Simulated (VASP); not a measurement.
A run of VASP 6.6.1:

The input INCAR:

```
SYSTEM = Sn
ALGO     = Fast           ! electronic algorithm
EDIFF    = 1E-6           ! SCF threshold, eV
ENCUT    = 520            ! plane-wave cutoff, eV
GGA      = PE             ! functional
ISIF     = 2              ! what is computed and relaxed
ISMEAR   = 0              ! smearing method
LASPH    = .True.         ! aspherical terms in the spheres
LCHARG   = .False.        ! write CHGCAR
LREAL    = .False.        ! projectors in reciprocal space
LWAVE    = .False.        ! write WAVECAR
NBANDS   = 21             ! bands
NELM     = 60             ! most SCF steps
PREC     = Accurate       ! precision mode
SIGMA    = 0.1            ! smearing width, eV
```

Contents of KPOINTS:

```
k-points
0
Gamma
  9 9 9
  0 0 0
```

POSCAR

```
Sn
1.0
    4.4549543900      0.0000000000      0.0000000000
   -3.3066746885      2.9853845851      0.0000000000
   -0.5741398507     -1.4926922926      4.1579865041
Sn
2
Direct
    0.0000000000      0.0000000000      0.0000000000
    0.7500000000      0.2500000000      0.5000000000
```

Potentials or basis: VASP PAW PBE potentials, release 64 (Sn_d).

Command:

```bash
$ cat potpaw_PBE.64/Sn_d/POTCAR > POTCAR
$ mpirun -np 1 vasp_std > vasp.out
```

Hardware: 1 thread of AMD EPYC 7R13 Processor (Zen 3), with other jobs on the host.

Question: How long does it take, and how much memory?

Answer: It took 110 s on 1 thread of AMD EPYC 7R13 Processor (Zen 3) (shared host), peak memory 0.21 GiB. Counts: scf iterations 12, k points 75.
